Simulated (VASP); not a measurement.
# HgC2S2N2: single point with PBEsol

The system is HgC2S2N2.

```
Hg C S N
1.0
     5.38888   -2.00437   -0.19991
     5.38888    2.00437   -0.19991
    -0.82041    0.00000    6.68644
Hg C S N
1 2 2 2
Direct
  0.00000 0.00000 0.00000
  0.27628 0.27628 0.21141
  0.72372 0.72372 0.78859
  0.14585 0.14585 0.31094
  0.85415 0.85415 0.68906
  0.37181 0.37181 0.14744
  0.62819 0.62819 0.85256
```

```
Program             : VASP 6.6.1
Task                : single point
Functional          : PBEsol
Potentials or basis : VASP PAW PBE potentials, release 64 (Hg, C, S, N)
Cutoff              : 520 eV
k mesh              : 6 × 6 × 4
Occupations         : gaussian, width 0.02 eV
Spin                : no spin polarisation
```

```
Pressure               : 0.2 GPa
Largest force          : 0.491 eV/Å
Band gap on the k mesh : 2.27 eV (least direct gap 2.51 eV)
```

Forces on the atoms (eV/Å):
```
Hg   0.000  0.000  0.000
C   -0.446  0.000  0.204
C    0.446  0.000 -0.204
S    0.180  0.000 -0.002
S   -0.180  0.000  0.002
N    0.300  0.000 -0.128
N   -0.300  0.000  0.128
```

Stress tensor (GPa, compression positive):
```
 0.38  0.00  0.07
 0.00 -0.04  0.00
 0.07  0.00  0.27
```

Levels at points of the mesh, in eV from the valence-band top:
```tsv
k point	band 19	band 20	band 21	band 22	band 23	band 24
(0.00, 0.00, 0.00)	-1.04	-0.81	-0.25	2.27	4.11	4.34
(0.50, 0.00, 0.00)	-1.51	-1.27	-0.40	2.60	3.74	5.02
(0.50, 0.50, 0.00)	-1.13	-0.36	0.00	3.33	4.46	4.58
(0.00, 0.00, 0.50)	-0.95	-0.89	-0.07	3.06	4.37	4.59
(0.50, 0.00, 0.50)	-1.62	-1.25	-0.69	2.63	3.61	5.00
(0.50, 0.50, 0.50)	-1.17	-0.20	-0.14	2.88	4.33	4.54
```

Run time: 4.2 min on 1 thread of Intel(R) Xeon(R) Platinum 8259CL CPU @ 2.50GHz (Skylake/Cascade Lake) (shared host), peak memory 0.45 GiB.

Caveat: the PAW data sets were made with another functional, which shifts forces and pressure a little; spin-orbit coupling is left out, which moves the levels of the heavy elements. A k mesh can miss the band edges.
